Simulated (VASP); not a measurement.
CaH: single point with PBE

Crystal: CaH.

```
Ca H
1.0
     3.71575    0.00000    0.00000
    -1.85787    3.21793    0.00000
     0.00000    0.00000    5.79794
Ca H
2 2
Direct
  0.33333 0.66667 0.75000
  0.66667 0.33333 0.25000
  0.00000 0.00000 0.00000
  0.00000 0.00000 0.50000
```

```
Program             : VASP 6.6.1
Task                : single point
Functional          : PBE
Potentials or basis : VASP PAW PBE potentials, release 64 (Ca_sv, H)
Cutoff              : 520 eV
k mesh              : 15 × 15 × 8
Occupations         : gaussian, width 0.1 eV
Spin                : no spin polarisation
```

| Item | Value |
| --- | --- |
| Pressure | 0.0 GPa |
| Band gap on the k mesh | zero (band 11 reaches 4.37 eV, above the bottom of band 12 at 2.80 eV) |

Levels at points of the mesh, in eV from the Fermi level:
```tsv
k point	band 8	band 9	band 10	band 11	band 12	band 13	band 14	band 15
(0.00, 0.00, 0.00)	-22.45	-6.84	-3.89	-1.32	2.22	2.22	2.56	2.88
(0.00, 0.00, 0.50)	-22.48	-5.74	-5.74	1.06	1.06	2.23	2.23	2.23
```

Run time: 87 s on 1 thread of Intel(R) Xeon(R) Platinum 8488C (Sapphire Rapids), with other jobs on the host, peak memory 0.29 GiB.
